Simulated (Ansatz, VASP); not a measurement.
## One calculation of CaO, two programs

The input POSCAR:

```
CaO
1.0
    0.0000000000      2.4150000000      2.4150000000
    2.4150000000      0.0000000000      2.4150000000
    2.4150000000      2.4150000000      0.0000000000
Ca O
1 1
Direct
    0.0000000000      0.0000000000      0.0000000000
    0.5000000000      0.5000000000      0.5000000000
```

Contents of INCAR.step1:

```
PREC = Accurate
ENCUT = 520
ISMEAR = -1
SIGMA = 0.02
LREAL = F
LASPH = T
NELM = 80
NBANDS = 15
GGA = PE
ALGO = Normal
EDIFF = 1E-4
LWAVE = T
LCHARG = F
```

INCAR.step2

```
PREC = Accurate
ENCUT = 520
EDIFF = 1E-6
ISMEAR = -1
SIGMA = 0.02
LREAL = F
LASPH = T
NELM = 80
ALGO = Normal
ISIF = 2
LWAVE = F
LCHARG = F
METAGGA = R2SCAN
LMIXTAU = T
NBANDS = 15
ISTART = 1
```

File KPOINTS:

```
Automatic mesh
0
Gamma
  6 6 6
```

Input for Ansatz:

```yaml
crystal:
  lattice:
    - [0, 2.415, 2.415]
    - [2.415, 0, 2.415]
    - [2.415, 2.415, 0]
  atoms:
    - { symbol: Ca, position: [0, 0, 0] }
    - { symbol: O, position: [0.5, 0.5, 0.5] }
kpoints:
  mp_grid: { grid: [6, 6, 6] }
hamiltonian:
  xc: r2scan
  pseudopotentials:
    kind: all_electron
    relativity: scalar
    datasets: crystal
    dataset_attempts: all
    nuclear_model: point
scf:
  occupations: { method: fermi_dirac, width: 0.02 }
  convergence: { dr2_threshold: "1e-9 eV" }
  max_iter: 300
output:
  forces: true
  stress: true
  eigenvalues: true
```

Alike in both runs: task single point; functional r2SCAN; k mesh 6 × 6 × 6; occupations fermi-dirac, width 0.02 eV; no spin polarisation.

```csv
,VASP,Ansatz
version,VASP 6.6.1,Ansatz 0.2.0 development build
potentials or method,"VASP PAW PBE potentials, release 64 (Ca_sv, O), cutoff 520 eV","plane waves, all-electron PAW datasets generated for the crystal"
```

```tsv
	VASP	Ansatz	Ansatz less VASP
gap on the k mesh at the Fermi level (eV)	4.19	4.20	+0.010
```

VASP's potentials were made for PBE, not for r2SCAN. Ansatz ran all-electron here, and VASP with PAW potentials.
